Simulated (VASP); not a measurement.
BP: single point with PBE

The system is BP.

```
P B
1.0
     0.00000    2.26900    2.26900
     2.26900    0.00000    2.26900
     2.26900    2.26900    0.00000
P B
1 1
Direct
  0.75000 0.75000 0.75000
  0.00000 0.00000 0.00000
```

```yaml
Program: VASP 6.6.1
Task: single point
Functional: PBE
Potentials_or_basis: VASP PAW PBE potentials, release 64 (P, B)
Cutoff: 520 eV
k_mesh: 10 × 10 × 10
Occupations: gaussian, width 0.016 eV
Spin: no spin polarisation
```

| Quantity | Value |
| --- | --- |
| Pressure | 0.9 GPa |
| Band gap on the k mesh | 1.24 eV, indirect (least direct gap 3.40 eV) |

Levels at points of the mesh, in eV from the valence-band top:
| k point | band 1 | band 2 | band 3 | band 4 | band 5 | band 6 | band 7 | band 8 | band 9 |
| --- | --- | --- | --- | --- | --- | --- | --- | --- | --- |
| (0.00, 0.00, 0.00) | -15.46 | 0.00 | 0.00 | 0.00 | 3.40 | 3.40 | 3.40 | 7.37 | 11.51 |
| (0.50, 0.00, 0.00) | -12.14 | -9.03 | -1.76 | -1.76 | 3.78 | 4.71 | 4.71 | 10.13 | 14.63 |
| (0.50, 0.50, 0.00) | -10.61 | -8.58 | -4.11 | -4.11 | 1.33 | 1.66 | 12.12 | 12.12 | 15.23 |

Run time: 13 s on 1 thread of AMD EPYC 7R43 64-Core Processor (Zen 3), on a shared host, peak memory 0.1 GiB.

A k mesh can miss the band edges.
